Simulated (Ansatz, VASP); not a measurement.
# GeSb2Te4: VASP beside Ansatz

```
Ge Sb Te
1.0
    -3.01356    3.01356    5.93593
     3.01356   -3.01356    5.93593
     3.01356    3.01356   -5.93593
Ge Sb Te
1 2 4
Direct
  0.00000 0.00000 0.00000
  0.50000 0.50000 0.00000
  0.25000 0.75000 0.50000
  0.50913 0.00913 0.50000
  0.24526 0.24526 0.00000
  0.99087 0.49087 0.50000
  0.75474 0.75474 0.00000
```

Alike in both runs: functional PBE; dispersion D3(BJ); k mesh 8 × 8 × 8; occupations gaussian, width 0.1 eV; no spin polarisation.

Ansatz relaxed the structure, and its values are those at the end. VASP's run is a single point on that final structure, the one shown.

|  | VASP | Ansatz |
| --- | --- | --- |
| version | VASP 6.6.1 | Ansatz 0.2.0 |
| potentials or method | VASP PAW PBE potentials, release 64 (Ge_d, Sb, Te), cutoff 520 eV | scalar-relativistic, plane waves, PAW |
| valence electrons in the cell | 48 | 108 |

```csv
,VASP,Ansatz,Ansatz less VASP
gap on the k mesh at the Fermi level (eV),none,none,-
pressure (GPa),0.0,0.0,+0.03
```

A gap of «none» marks a metal or a gap that the smearing closes. VASP's potentials hold 48 valence electrons a cell and Ansatz's 108, so a difference there can come from the potentials and not from the codes. Ansatz's warnings: dispersion switch in reach, relaxed geometry near dispersion switch.

Neither program's run includes spin-orbit coupling.
